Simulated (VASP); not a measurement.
# CdSe (Pnma) in VASP: a series of runs, part 2 of 2

VASP 6.6.1. The steps go on from the part before.

## (3) Single point, PBE (volume scaled by 0.91, then relaxed in part)

INCAR

```
SYSTEM = CdSe
PREC = Accurate
ENCUT = 520
EDIFF = 1E-7
ISMEAR = 0
SIGMA = 0.02
LREAL = .FALSE.
LASPH = .TRUE.
NELM = 60
ALGO = Normal
ISIF = 2
LWAVE = .FALSE.
LCHARG = .FALSE.
GGA = PE
NBANDS = 46
```

KPOINTS

```
regular mesh
0
G
  4 6 4
  0 0 0
```

POSCAR

```
CdSe
1.0
    7.2069956124      0.0000000000      0.0000000000
    0.0000000000      4.5883436367      0.0000000000
    0.0000000000      0.0000000000      7.5737487174
Cd Se
4 4
Direct
    0.8504958939      0.7500000000      0.3855487562
    0.6495041061      0.2500000000      0.8855487562
    0.3504958939      0.7500000000      0.1144512438
    0.1495041061      0.2500000000      0.6144512438
    0.7743543848      0.2500000000      0.5587498180
    0.7256456152      0.7500000000      0.0587498180
    0.2743543848      0.2500000000      0.9412501820
    0.2256456152      0.7500000000      0.4412501820
```

Potentials or basis: VASP PAW PBE potentials, release 64 (Cd, Se).

Launch:

```sh
$ cat potpaw_PBE.64/Cd/POTCAR potpaw_PBE.64/Se/POTCAR > POTCAR
$ mpirun -np 1 vasp_std > vasp.out
```

OUTCAR:

```text
SYSTEM = CdSe
   PREC = Accurate
   ENCUT = 520
   EDIFF = 1E-7
   ISMEAR = 0
   LREAL = .FALSE.
   LASPH = .TRUE.
   NELM = 60
   ISIF = 2
   GGA = PE

 ion  position               nearest neighbor table
   1  0.850  0.750  0.386-   6 2.63   5 2.70   5 2.70   8 2.74   4 3.59   4 3.59
   2  0.650  0.250  0.886-   5 2.63   6 2.70   6 2.70   7 2.74   3 3.59   3 3.59
   3  0.350  0.750  0.114-   8 2.63   7 2.70   7 2.70   6 2.74   2 3.59   2 3.59
   4  0.150  0.250  0.614-   7 2.63   8 2.70   8 2.70   5 2.74   1 3.59   1 3.59
   5  0.774  0.250  0.559-   2 2.63   1 2.70   1 2.70   4 2.74
   6  0.726  0.750  0.059-   1 2.63   2 2.70   2 2.70   3 2.74
   7  0.274  0.250  0.941-   4 2.63   3 2.70   3 2.70   2 2.74
   8  0.226  0.750  0.441-   3 2.63   4 2.70   4 2.70   1 2.74

  LATTYP: Found a simple orthorhombic cell.
 ALAT       =     4.5883436367
 B/A-ratio  =     1.5707183644
 C/A-ratio  =     1.6506498460

  Lattice vectors:

 A1 = (   0.0000000000,  -4.5883436367,   0.0000000000)
 A2 = (   7.2069956124,   0.0000000000,   0.0000000000)
 A3 = (   0.0000000000,   0.0000000000,   7.5737487174)

Analysis of symmetry for initial positions (statically):
=====================================================================
 Subroutine PRICEL returns:
 Original cell was already a primitive cell.

 Routine SETGRP: Setting up the symmetry group for a
 simple orthorhombic supercell.

 Subroutine GETGRP returns: Found  8 space group operations
 (whereof  2 operations were pure point group operations)
 out of a pool of  8 trial point group operations.

The static configuration has the point symmetry S_2 .
 The point group associated with its full space group is D_2h.

Analysis of symmetry for dynamics (positions and initial velocities):
=====================================================================
 Subroutine PRICEL returns:
 Original cell was already a primitive cell.

[... 139 lines left out ...]
     AMIX     =   0.40;   BMIX     =  1.00
     AMIX_MAG =   1.60;   BMIX_MAG =  1.00
  volume/ion in A,a.u.               =      31.31       211.27
  Fermi-wavevector in a.u.,A,eV,Ry     =   1.080468  2.041789 15.883597  1.167411
  Thomas-Fermi vector in A             =   2.216460
   LORBIT       =      0    0 simple, 1 ext, 2 COOP (PROOUT), +10 PAW based schemes
   GGA     = PE    functional components
   LHFCALC =     F    Hartree Fock is set to
   AEXX    =    0.0000 exact exchange contribution
   IVDW    =     0    specifies the selected vdW correction
   LEPSILON=     F    determine dielectric tensor
   LRPA    =     F    only Hartree local field effects (RPA)
 non-spin polarized calculation
 Gauss-broadening in eV      SIGMA  =   0.02
  energy-cutoff  :      520.00
  volume of cell :      250.45
 maximum number of plane-waves:      6768
 NGX is ok and might be reduce to    54
   NGX = 27   NGY = 17   NGZ = 29

 number of electron      71.9999991 magnetization

 Free energy of the ion-electron system (eV)
  ---------------------------------------------------
  ext. energy  EPLUGINS =         0.00000000
  ---------------------------------------------------
  free energy    TOTEN  =       -21.35479696 eV

  energy without entropy =      -21.35479696  energy(sigma->0) =      -21.35479696

 E-fermi :   0.2769     XC(G=0):  -8.3266

 val. band max:        0.1697258023   @ k =   0.0000   0.0000   0.0000
 cond. band min:       1.0153566260   @ k =   0.0000   0.0000   0.0000
 fundamental gap:      0.8456308237
 Fermi energy:         0.2769437321

 k-point     1 :       0.0000    0.0000    0.0000
  band No.  band energies     occupation
      1     -12.0728      2.00000
      2     -11.7578      2.00000
      3     -11.7173      2.00000
      4     -11.6187      2.00000
      5      -7.7209      2.00000
      6      -7.6325      2.00000
[... 1165 lines left out ...]
     45       6.9580      0.00000
     46       6.9580      0.00000

 [... further k-points ...]
[... 5 lines left out ...]
  --------------------------------------------------------------------------------------
  -------------------------------------------------------------------------------------
  Total        0.9034668      0.8446377      1.0310709      0.0000000      0.0000000      0.0000000
  in kB        5.7796518      5.4033110      6.5959602      0.0000000      0.0000000      0.0000000
  external PRESSURE =       5.9263076 kB  Pullay stress =       0.0000000 kB

 VOLUME and BASIS-vectors are now :
 -----------------------------------------------------------------------------
  energy-cutoff  :      520.00
  volume of cell :      250.45
      direct lattice vectors                 reciprocal lattice vectors
     7.206995612  0.000000000  0.000000000     0.138754074  0.000000000  0.000000000
     0.000000000  4.588343637  0.000000000     0.000000000  0.217943572  0.000000000
     0.000000000  0.000000000  7.573748717     0.000000000  0.000000000  0.132035012

 POSITION                                       TOTAL-FORCE (eV/Angst)
 -----------------------------------------------------------------------------------
      6.12952      3.44126      2.92005         0.000352      0.000000     -0.005430
      4.68097      1.14709      6.70692        -0.000352     -0.000000     -0.005430
      2.52602      3.44126      0.86682         0.000352      0.000000      0.005430
      1.07748      1.14709      4.65370        -0.000352     -0.000000      0.005430
      5.58077      1.14709      4.23183        -0.026456      0.000000     -0.003761
      5.22972      3.44126      0.44496         0.026456     -0.000000     -0.003761
      1.97727      1.14709      7.12879        -0.026456     -0.000000      0.003761
      1.62623      3.44126      3.34192         0.026456      0.000000      0.003761
 -----------------------------------------------------------------------------------
    total drift:                                0.000000      0.000000     -0.000000

  FREE ENERGIE OF THE ION-ELECTRON SYSTEM (eV)
  ---------------------------------------------------
  free  energy   TOTEN  =       -21.3547969606 eV

  energy  without entropy=      -21.3547969606  energy(sigma->0) =      -21.35479696
```

OSZICAR:

```text
N       E                     dE             d eps       ncg     rms          rms(c)
DAV:   1     0.496600617107E+03    0.49660E+03   -0.33391E+04  3312   0.139E+03
DAV:   2     0.917082315313E+01   -0.48743E+03   -0.47401E+03  3696   0.338E+02
DAV:   3    -0.226302364831E+02   -0.31801E+02   -0.31623E+02  3910   0.833E+01
DAV:   4    -0.230335920767E+02   -0.40336E+00   -0.40285E+00  3778   0.882E+00
DAV:   5    -0.230375461295E+02   -0.39541E-02   -0.39534E-02  3794   0.828E-01    0.113E+01
DAV:   6    -0.214207920056E+02    0.16168E+01   -0.32669E+00  3886   0.124E+01    0.915E+00
DAV:   7    -0.213573085963E+02    0.63483E-01   -0.12520E+00  3644   0.423E+00    0.384E+00
DAV:   8    -0.213551900191E+02    0.21186E-02   -0.13086E-01  3600   0.272E+00    0.535E-01
DAV:   9    -0.213542885031E+02    0.90152E-03   -0.24108E-02  3690   0.133E+00    0.174E-01
DAV:  10    -0.213545185497E+02   -0.23005E-03   -0.19288E-03  3618   0.375E-01    0.107E-01
DAV:  11    -0.213549146617E+02   -0.39611E-03   -0.12618E-03  3590   0.177E-01    0.606E-02
DAV:  12    -0.213547899842E+02    0.12468E-03   -0.40697E-04  3662   0.143E-01    0.167E-02
DAV:  13    -0.213547946800E+02   -0.46959E-05   -0.45367E-05  3674   0.254E-02    0.109E-02
DAV:  14    -0.213547967363E+02   -0.20563E-05   -0.29824E-06  3590   0.635E-03    0.358E-03
DAV:  15    -0.213547967096E+02    0.26662E-07   -0.13272E-06  3912   0.736E-03    0.235E-03
DAV:  16    -0.213547968639E+02   -0.15422E-06   -0.18414E-07  2756   0.176E-03    0.180E-03
DAV:  17    -0.213547969606E+02   -0.96791E-07   -0.24183E-08  2334   0.780E-04
   1 F= -.21354797E+02 E0= -.21354797E+02  d E =-.388064E-16
```

stdout:

```text
POSCAR found type information on POSCAR CdSe
 POSCAR found :  2 types and       8 ions
 scaLAPACK will be used
 LDA part: xc-table for (Slater+PW92), standard interpolation
 POSCAR, INCAR and KPOINTS ok, starting setup
 FFT: planning ... GRIDC
 FFT: planning ... GRID_SOFT
 FFT: planning ... GRID
 WAVECAR not read
 entering main loop
```

It took 10 min on 1 thread of Intel Xeon 6975P-C, shared host; peak memory 0.5 GiB.

What came out:

| Quantity | Value |
| --- | --- |
| Free energy | -21.3548 eV |
| Pressure | 0.6 GPa |
| Largest force | 0.027 eV/Å |
| Band gap on the k mesh | 0.85 eV, direct |

Forces on the atoms (eV/Å):
```
Cd   0.000  0.000 -0.005
Cd   0.000  0.000 -0.005
Cd   0.000  0.000  0.005
Cd   0.000  0.000  0.005
Se  -0.026  0.000 -0.004
Se   0.026  0.000 -0.004
Se  -0.026  0.000  0.004
Se   0.026  0.000  0.004
```

## (4) Single point, PBE (volume scaled by 0.97, then relaxed in part)

INCAR

```
SYSTEM = CdSe
PREC = Accurate
ENCUT = 520
EDIFF = 1E-6
ISMEAR = 0
SIGMA = 0.02
LREAL = .False.
LASPH = .True.
NELM = 100
ALGO = Normal
ISIF = 2
LWAVE = .False.
LCHARG = .True.
GGA = PE
LELF = .True.
LVHAR = .True.
NBANDS = 46
```

KPOINTS

```
Automatic mesh
0
Gamma
  4 6 4
  0 0 0
```

POSCAR

```
CdSe
1.0
    7.7788573025      0.0000000000      0.0000000000
    0.0000000000      4.5401340677      0.0000000000
    0.0000000000      0.0000000000      7.5590452570
Cd Se
4 4
Direct
    0.8457483710      0.7500000000      0.3912121355
    0.6542516290      0.2500000000      0.8912121355
    0.3457483710      0.7500000000      0.1087878645
    0.1542516290      0.2500000000      0.6087878645
    0.8036368916      0.2500000000      0.5793921768
    0.6963631084      0.7500000000      0.0793921768
    0.3036368916      0.2500000000      0.9206078232
    0.1963631084      0.7500000000      0.4206078232
```

Potentials or basis: VASP PAW PBE potentials, release 64 (Cd, Se).

Launch:

```sh
$ cat potpaw_PBE.64/Cd/POTCAR potpaw_PBE.64/Se/POTCAR > POTCAR
$ mpirun -np 1 vasp_std > vasp.out
```

OUTCAR:

```text
SYSTEM = CdSe
   PREC = Accurate
   ENCUT = 520
   EDIFF = 1E-6
   ISMEAR = 0
   LREAL = .False.
   LASPH = .True.
   NELM = 100
   ISIF = 2
   GGA = PE

 ion  position               nearest neighbor table
   1  0.846  0.750  0.391-   6 2.63   5 2.70   5 2.70   8 2.74   4 3.69   4 3.69
   2  0.654  0.250  0.891-   5 2.63   6 2.70   6 2.70   7 2.74   3 3.69   3 3.69
   3  0.346  0.750  0.109-   8 2.63   7 2.70   7 2.70   6 2.74   2 3.69   2 3.69
   4  0.154  0.250  0.609-   7 2.63   8 2.70   8 2.70   5 2.74   1 3.69   1 3.69
   5  0.804  0.250  0.579-   2 2.63   1 2.70   1 2.70   4 2.74
   6  0.696  0.750  0.079-   1 2.63   2 2.70   2 2.70   3 2.74
   7  0.304  0.250  0.921-   4 2.63   3 2.70   3 2.70   2 2.74
   8  0.196  0.750  0.421-   3 2.63   4 2.70   4 2.70   1 2.74

  LATTYP: Found a simple orthorhombic cell.
 ALAT       =     4.5401340677
 B/A-ratio  =     1.6649387759
 C/A-ratio  =     1.7133540963

  Lattice vectors:

 A1 = (   0.0000000000,   4.5401340677,   0.0000000000)
 A2 = (   0.0000000000,   0.0000000000,   7.5590452570)
 A3 = (   7.7788573025,   0.0000000000,   0.0000000000)

Analysis of symmetry for initial positions (statically):
=====================================================================
 Subroutine PRICEL returns:
 Original cell was already a primitive cell.

 Routine SETGRP: Setting up the symmetry group for a
 simple orthorhombic supercell.

 Subroutine GETGRP returns: Found  8 space group operations
 (whereof  2 operations were pure point group operations)
 out of a pool of  8 trial point group operations.

The static configuration has the point symmetry S_2 .
 The point group associated with its full space group is D_2h.

Analysis of symmetry for dynamics (positions and initial velocities):
=====================================================================
 Subroutine PRICEL returns:
 Original cell was already a primitive cell.

 Routine SETGRP: Setting up the symmetry group for a
 simple orthorhombic supercell.

 Subroutine GETGRP returns: Found  8 space group operations
 (whereof  2 operations were pure point group operations)
 out of a pool of  8 trial point group operations.

The dynamic configuration has the point symmetry S_2 .
 The point group associated with its full space group is D_2h.

 Subroutine INISYM returns: Found  8 space group operations
 (whereof  2 operations are pure point group operations),
 and found     1 'primitive' translations

----------------------------------------------------------------------------------------

                                     Primitive cell

  volume of cell :     266.9632

  direct lattice vectors                    reciprocal lattice vectors
     7.778857302  0.000000000  0.000000000     0.128553586  0.000000000  0.000000000
     0.000000000  4.540134068  0.000000000     0.000000000  0.220257813  0.000000000
     0.000000000  0.000000000  7.559045257     0.000000000  0.000000000  0.132291839

  length of vectors
     7.778857302  4.540134068  7.559045257     0.128553586  0.220257813  0.132291839

  position of ions in fractional coordinates (direct lattice)
     0.845748371  0.750000000  0.391212135
     0.654251629  0.250000000  0.891212135
     0.345748371  0.750000000  0.108787865
     0.154251629  0.250000000  0.608787865
     0.803636892  0.250000000  0.579392177
[... 43 lines left out ...]
  0.000000  0.000000  0.000000      1.000000
  0.250000  0.000000  0.000000      2.000000
  0.500000  0.000000  0.000000      1.000000
  0.000000  0.166667  0.000000      2.000000
  0.250000  0.166667  0.000000      4.000000
  0.500000  0.166667  0.000000      2.000000
[... 16 lines left out ...]
  0.250000  0.500000  0.250000      4.000000
  0.500000  0.500000  0.250000      2.000000
 [... further k-points ...]
   k-points           NKPTS =     36   k-points in BZ     NKDIM =     36   number of bands    NBANDS=     46
   number of dos      NEDOS =    301   number of ions     NIONS =      8
   total plane-waves  NPLWV = 120960
   dimension x,y,z NGX =    60 NGY =   36 NGZ =   56
   dimension x,y,z NGXF=   120 NGYF=   72 NGZF=  112
   ions per type =               4   4
   NGX,Y,Z   is equivalent  to a cutoff of  12.82, 13.18, 12.32 a.u.
   NGXF,Y,Z  is equivalent  to a cutoff of  25.65, 26.36, 24.63 a.u.
 SYSTEM =  CdSe
   PREC   = accura    normal or accurate (medium, high low for compatibility)
   ISTART =      0    job   : 0-new  1-cont  2-samecut
   ICHARG =      2    charge: 1-file 2-atom 10-const
   ISPIN  =      1    spin polarized calculation?
   LNONCOLLINEAR =      F non collinear calculations
   LSORBIT =      F    spin-orbit coupling
   LASPH  =      T    aspherical Exc in radial PAW
   ENCUT  =  520.0 eV  38.22 Ry    6.18 a.u.  14.46  8.44 14.05*2*pi/ulx,y,z
   NELM   =    100;   NELMIN=  2; NELMDL= -5     # of ELM steps
   EDIFF  = 0.1E-05   stopping-criterion for ELM
   LREAL  =      F    real-space projection
   EDIFFG = 0.1E-04   stopping-criterion for IOM
   NSW    =      0    number of steps for IOM
   IBRION =     -1    ionic relax: 0-MD 1-quasi-New 2-CG
   NFREE  =      0    steps in history (QN), initial steepest desc. (CG)
   ISIF   =      2    stress and relaxation
   ISYM   =      2    0-nonsym 1-usesym 2-fastsym
   POTIM  = 0.5000    time-step for ionic-motion
   TEBEG  =    0.0;   TEEND  =   0.0 temperature during run
   PSTRESS=    0.0 pullay stress
   NELECT =      72.0000    total number of electrons
   NUPDOWN=      -1.0000    fix difference up-down
   EMIN   =  10.00;   EMAX   =-10.00  energy-range for DOS
   EFERMI =   0.00;   METHOD = LEGACY
   ISMEAR =     0;   SIGMA  =   0.02  broadening in eV -4-tet -1-fermi 0-gaus
   EFERMI_NEDOS =   21; number of points for ismear=-14 and -15
   IALGO  =     38    algorithm
   IMIX   =      4    mixing-type and parameters
     AMIX     =   0.40;   BMIX     =  1.00
     AMIX_MAG =   1.60;   BMIX_MAG =  1.00
  volume/ion in A,a.u.               =      33.37       225.19
  Fermi-wavevector in a.u.,A,eV,Ry     =   1.057715  1.998791 15.221658  1.118760
  Thomas-Fermi vector in A             =   2.192998
   LORBIT       =      0    0 simple, 1 ext, 2 COOP (PROOUT), +10 PAW based schemes
   GGA     = PE    functional components
   LHFCALC =     F    Hartree Fock is set to
   AEXX    =    0.0000 exact exchange contribution
   IVDW    =     0    specifies the selected vdW correction
   LEPSILON=     F    determine dielectric tensor
   LRPA    =     F    only Hartree local field effects (RPA)
 non-spin polarized calculation
 Gauss-broadening in eV      SIGMA  =   0.02
  energy-cutoff  :      520.00
  volume of cell :      266.96
 maximum number of plane-waves:      7221
 NGX is ok and might be reduce to    60
   NGX = 29   NGY = 17   NGZ = 29

 number of electron      71.9999997 magnetization

 Free energy of the ion-electron system (eV)
  ---------------------------------------------------
  ext. energy  EPLUGINS =         0.00000000
  ---------------------------------------------------
  free energy    TOTEN  =       -21.38356028 eV

  energy without entropy =      -21.38356028  energy(sigma->0) =      -21.38356028

 E-fermi :  -0.1473     XC(G=0):  -7.9534

 val. band max:       -0.2379287232   @ k =   0.0000   0.0000   0.0000
 cond. band min:       0.6168628095   @ k =   0.0000   0.0000   0.0000
 fundamental gap:      0.8547915327
 Fermi energy:        -0.1472618828

 k-point     1 :       0.0000    0.0000    0.0000
  band No.  band energies     occupation
      1     -12.3924      2.00000
      2     -12.0898      2.00000
      3     -12.0471      2.00000
      4     -11.9466      2.00000
      5      -8.0252      2.00000
      6      -7.9554      2.00000
[... 1165 lines left out ...]
     45       6.5050      0.00000
     46       6.5050      0.00000

 [... further k-points ...]
[... 5 lines left out ...]
  --------------------------------------------------------------------------------------
  -------------------------------------------------------------------------------------
  Total        0.6487268      0.7030765      0.7083011      0.0000000     -0.0000000      0.0000000
  in kB        3.8933277      4.2195073      4.2508626      0.0000000     -0.0000000      0.0000000
  external PRESSURE =       4.1212326 kB  Pullay stress =       0.0000000 kB

 VOLUME and BASIS-vectors are now :
 -----------------------------------------------------------------------------
  energy-cutoff  :      520.00
  volume of cell :      266.96
      direct lattice vectors                 reciprocal lattice vectors
     7.778857302  0.000000000  0.000000000     0.128553586  0.000000000  0.000000000
     0.000000000  4.540134068  0.000000000     0.000000000  0.220257813  0.000000000
     0.000000000  0.000000000  7.559045257     0.000000000  0.000000000  0.132291839

 POSITION                                       TOTAL-FORCE (eV/Angst)
 -----------------------------------------------------------------------------------
      6.57896      3.40510      2.95719        -0.005609      0.000000     -0.002911
      5.08933      1.13503      6.73671         0.005609      0.000000     -0.002911
      2.68953      3.40510      0.82233        -0.005609      0.000000      0.002911
      1.19990      1.13503      4.60186         0.005609     -0.000000      0.002911
      6.25138      1.13503      4.37965        -0.015685      0.000000     -0.001247
      5.41691      3.40510      0.60013         0.015685      0.000000     -0.001247
      2.36195      1.13503      6.95892        -0.015685      0.000000      0.001247
      1.52748      3.40510      3.17939         0.015685      0.000000      0.001247
 -----------------------------------------------------------------------------------
    total drift:                               -0.000000      0.000000     -0.000000

  FREE ENERGIE OF THE ION-ELECTRON SYSTEM (eV)
  ---------------------------------------------------
  free  energy   TOTEN  =       -21.3835602794 eV

  energy  without entropy=      -21.3835602794  energy(sigma->0) =      -21.38356028
```

It took 12 min on 1 thread of Intel Xeon 8259CL, shared host; peak memory 0.54 GiB.

What came out:

```
Free energy            : -21.3836 eV
Pressure               : 0.4 GPa
Largest force          : 0.016 eV/Å
Band gap on the k mesh : 0.85 eV, direct
```

Forces in eV/Å, atoms in the order of the input:
```
Cd  -0.006  0.000 -0.003
Cd   0.006  0.000 -0.003
Cd  -0.006  0.000  0.003
Cd   0.006  0.000  0.003
Se  -0.016  0.000 -0.001
Se   0.016  0.000 -0.001
Se  -0.016  0.000  0.001
Se   0.016  0.000  0.001
```

## (5) Summary

```tsv
cell	gap on the mesh (eV)	pressure (GPa)	largest force (eV/Å)
a = 6.994, b = 4.575, c = 7.568 Å, 8 atoms	0.76	0.8	0.03
a = 7.207, b = 4.588, c = 7.574 Å, 8 atoms	0.85	0.6	0.03
a = 7.779, b = 4.540, c = 7.559 Å, 8 atoms	0.85	0.4	0.02
```

Alike in all rows: task single point; level PBE; potentials or basis VASP PAW PBE potentials, release 64 (Cd, Se); no spin polarisation; k mesh 4 × 6 × 4; cutoff (eV) 520; smearing gaussian 0.02 eV.

Absolute energies hang on the potentials; compare differences alone.
